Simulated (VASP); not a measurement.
A run of VASP 6.6.1:

INCAR

```
SYSTEM = Ca3SbP
PREC = Accurate ; ENCUT = 520
EDIFF = 1E-6 ; ISMEAR = 0
SIGMA = 0.05 ; LREAL = .FALSE.
LASPH = .TRUE. ; NELM = 100
ALGO = Normal ; ISIF = 2
LWAVE = .FALSE. ; LCHARG = .FALSE.
NBANDS = 28
```

KPOINTS

```
regular mesh
0
G
  6 6 6
  0 0 0
```

Contents of POSCAR:

```
Ca3SbP
1.0
    5.2516179336      0.0000000000      0.0000000000
    0.0000000000      5.2516179336      0.0000000000
    0.0000000000      0.0000000000      5.2516179336
Ca Sb P
3 1 1
Direct
   -0.0057413859      0.5000000000      0.5000000000
    0.4771498990      0.0000000000      0.5000000000
    0.4771498990      0.5000000000      0.0000000000
    0.0175527343      0.0000000000      0.0000000000
    0.4975610011      0.5000000000      0.5000000000
```

Potentials or basis: VASP PAW LDA potentials, release 64 (Ca_sv, Sb, P).

Launch:

```console
$ cat potpaw_LDA.64/Ca_sv/POTCAR potpaw_LDA.64/Sb/POTCAR potpaw_LDA.64/P/POTCAR > POTCAR
$ mpirun -np 1 vasp_std > vasp.out
```

Hardware: 1 thread of AMD EPYC 9R45 96-Core Processor (Zen 5), on a shared host.

How long does it take, and how much memory?

Run time: 86 s on 1 thread of AMD EPYC 9R45 96-Core Processor (Zen 5), with other jobs on the host, peak memory 0.27 GiB. Counts: scf iterations 15, k points 40.
